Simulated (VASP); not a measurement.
Wanted: the native input for a VASP 6.6.1 run.

| Property | Result |
| --- | --- |
| Task | single point |
| Functional | PBE |
| Potentials or basis | VASP PAW PBE potentials, release 64 (Al, Rh_pv) |
| Cutoff | 500 eV |
| k mesh | 6 × 6 × 6 |
| Occupations | gaussian, width 0.1 eV |
| Spin | no spin polarisation |
| Dipole correction | no |
| Further INCAR settings | ALGO = Normal; EDIFF = 1e-06; NBANDS = 24 |

The structure of AlRh2 lies in POSCAR:

```
AlRh2
1.0
    3.4429433783      0.0000000000      0.0000000000
   -1.7214716892      2.9816764294      0.0000000000
    0.0000000000      0.0000000000      3.7174637806
Al Rh
1 2
Direct
    0.0000000000      0.0000000000      0.0000000000
    0.3333333333      0.6666666667      0.5000000000
    0.6666666667      0.3333333333      0.5000000000
```

One way to write it, as run:

INCAR

```
PREC = Accurate ; ENCUT = 500
EDIFF = 1E-6 ; ISMEAR = 0
SIGMA = 0.1 ; LREAL = False
LASPH = True ; NELM = 120
ALGO = Normal ; ISIF = 2
LWAVE = False ; LCHARG = True
GGA = PE ; LELF = True
LVHAR = True ; NBANDS = 24
GGA_COMPAT = False
```

KPOINTS

```
Automatic mesh
0
Gamma
  6 6 6
```

Potentials or basis: VASP PAW PBE potentials, release 64 (Al, Rh_pv).

Command:

```bash
$ cat potpaw_PBE.64/Al/POTCAR potpaw_PBE.64/Rh_pv/POTCAR > POTCAR
$ mpirun -np 1 vasp_std > vasp.out
```

It gave:

```json
{
  "Pressure": "147.7 GPa"
}
```

Run time: 35 s on 1 thread of Intel Xeon 8259CL, on a shared host, peak memory 0.17 GiB.
